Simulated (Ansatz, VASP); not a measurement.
# Al3B2As in VASP and in Ansatz

```
CELL_PARAMETERS angstrom
4.79118 0.00000 0.00000
-2.39559 4.14929 0.00000
0.00000 0.00000 4.95873
ATOMIC_POSITIONS crystal
Al 0.50000 0.00000 0.50000
Al 0.00000 0.50000 0.50000
Al 0.50000 0.50000 0.50000
B 0.33333 0.66667 0.00000
B 0.66667 0.33333 0.00000
As 0.00000 0.00000 0.00000
```

Alike in both runs: task single point; functional PBE; k mesh 6 × 6 × 4; occupations gaussian, width 0.1 eV; no spin polarisation.

```csv
,VASP,Ansatz
version,VASP 6.6.1,Ansatz 0.2.0
potentials or method,"VASP PAW PBE potentials, release 64 (Al, B, As), cutoff 520 eV","scalar-relativistic, plane waves, PAW"
valence electrons in the cell,20,30
```

|  | VASP | Ansatz | Ansatz less VASP |
| --- | --- | --- | --- |
| gap on the k mesh at the Fermi level (eV) | none | none | - |
| pressure (GPa) | -1.6 | -1.6 | +0.01 |
| traceless stress, the component that is largest in VASP (GPa) | -19.57 | -19.57 | -0.009 |

A gap of «none» marks a metal or a gap that the smearing closes. VASP's potentials hold 20 valence electrons a cell and Ansatz's 30, so a difference there can come from the potentials and not from the codes.
